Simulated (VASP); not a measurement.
A run of VASP 6.6.1:

INCAR

```
  PREC = Accurate
  ENCUT = 520
  EDIFF = 1E-7
  ISMEAR = 0
  SIGMA = 0.1
  LREAL = False
  LASPH = True
  NELM = 60
  ALGO = Normal
  ISIF = 2
  LWAVE = False
  LCHARG = False
  GGA = PE
  NBANDS = 26
```

KPOINTS

```
Automatic mesh
0
Gamma
  14 14 14
```

File POSCAR:

```
Sc2AlN2
1.0
   -1.6019426512      1.6019426512      6.0957625172
    1.6019426512     -1.6019426512      6.0957625172
    1.6019426512      1.6019426512     -6.0957625172
Sc Al N
2 1 2
Direct
    0.6607644020      0.6607644020      0.0000000000
    0.3392355980      0.3392355980      0.0000000000
    0.0000000000      0.0000000000      0.0000000000
    0.8395914773      0.8395914773      0.0000000000
    0.1604085227      0.1604085227      0.0000000000
```

Potentials or basis: VASP PAW PBE potentials, release 64 (Sc_sv, Al, N).

Launch:

```sh
$ cat potpaw_PBE.64/Sc_sv/POTCAR potpaw_PBE.64/Al/POTCAR potpaw_PBE.64/N/POTCAR > POTCAR
$ mpirun -np 1 vasp_std > vasp.out
```

Hardware: 1 thread of AMD EPYC 7R43 64-Core Processor (Zen 3), with other jobs on the host.

Problem. How long does it take, and how much memory?

Solution. Wall time 21 min on 1 thread of AMD EPYC 7R43 64-Core Processor (Zen 3) (shared host), peak memory 0.53 GiB. Counts: scf iterations 16, k points 244.
